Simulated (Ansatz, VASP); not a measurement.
ZnS: VASP beside Ansatz

```
Zn S
1.0
     3.78542    0.00000    0.00000
    -1.89271    3.27827    0.00000
     0.00000    0.00000    6.19216
Zn S
2 2
Direct
  0.66667 0.33333 0.50000
  0.33333 0.66667 0.00000
  0.66667 0.33333 0.88500
  0.33333 0.66667 0.38500
```

Alike in both runs: task single point; functional r2SCAN; dispersion D4; k mesh 8 × 8 × 5; occupations fermi-dirac, width 0.05 eV; no spin polarisation.

```csv
,VASP,Ansatz
version,VASP 6.6.1,Ansatz 0.2.0
potentials or method,"VASP PAW PBE potentials, release 64 (Zn, S)",Ansatz PAW
plane-wave cutoff (eV),520,500
valence electrons in the cell,36,36
```

```tsv
	VASP	Ansatz	Ansatz less VASP
gap on the k mesh at the Fermi level (eV)	2.93	2.92	-0.011
least direct gap on the mesh (eV)	2.93	2.92	-0.011
pressure (GPa)	1.0	0.9	-0.11
traceless stress, the component that is largest in VASP (GPa)	-1.50	-1.47	+0.029
rms of the force components (eV/Å)	0.202	0.197	-0.0043
```

VASP's potentials were made for PBE, not for r2SCAN. Atom by atom the forces differ by 0.004 eV/Å (rms over components).

Noted on Ansatz's run: odd divisions of the mesh miss points on the zone boundary, where band edges often lie, so the gap on the mesh can be too wide.
